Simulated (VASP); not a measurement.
A run of VASP 6.6.1 is set up as follows.

The input INCAR:

```
SYSTEM = Co
ALGO     = Normal         ! electronic algorithm
EDIFF    = 1E-6           ! SCF threshold, eV
ENCUT    = 520            ! plane-wave cutoff, eV
GGA      = PE             ! functional
ISIF     = 2              ! what is computed and relaxed
ISMEAR   = 0              ! smearing method
ISPIN    = 2              ! spin polarisation
KPAR     = 4            
LASPH    = .TRUE.         ! aspherical terms in the spheres
LCHARG   = .TRUE.         ! write CHGCAR
LMAXMIX  = 4              ! l up to which the mixer works
LORBIT   = 11             ! projections on sites
LREAL    = .FALSE.        ! projectors in reciprocal space
LVHAR    = .TRUE.       
LWAVE    = .FALSE.        ! write WAVECAR
MAGMOM   = 2.05 2.05 1.96 1.96 1.96 1.96 ! initial moments
NBANDS   = 40             ! bands
NELM     = 150            ! most SCF steps
PREC     = Accurate       ! precision mode
SIGMA    = 0.15           ! smearing width, eV
```

File KPOINTS:

```
k-points
0
G
  12 12 12
  0 0 0
```

The input POSCAR:

```
Co
1.0
    0.0000000000      3.1478689378      3.0647651978
    3.1478689378      0.0000000000      3.0647651978
    3.1478689378      3.1478689378      0.0000000000
Co
6
Direct
    0.2500000000      0.2500000000      0.2500000000
    0.0000000000      0.0000000000      0.0000000000
    0.6250000000      0.6250000000      0.1250000000
    0.6250000000      0.1250000000      0.6250000000
    0.1250000000      0.6250000000      0.6250000000
    0.6250000000      0.6250000000      0.6250000000
```

Potentials or basis: VASP PAW PBE potentials, release 64 (Co).

The run is started by

```console
$ cat potpaw_PBE.64/Co/POTCAR > POTCAR
$ mpirun -np 4 vasp_std > vasp.out
```

Question: What does it give for the net moment?

Answer: 9.58 μB per cell.

Question: What does it give for the pressure?

Answer: 30.9 GPa.

Stress tensor (GPa, compression positive):
```
29.08  0.00  0.00
 0.00 29.08  0.00
 0.00  0.00 34.50
```

Caveat: the stress differs along the axes, from 29 to 35 GPa.
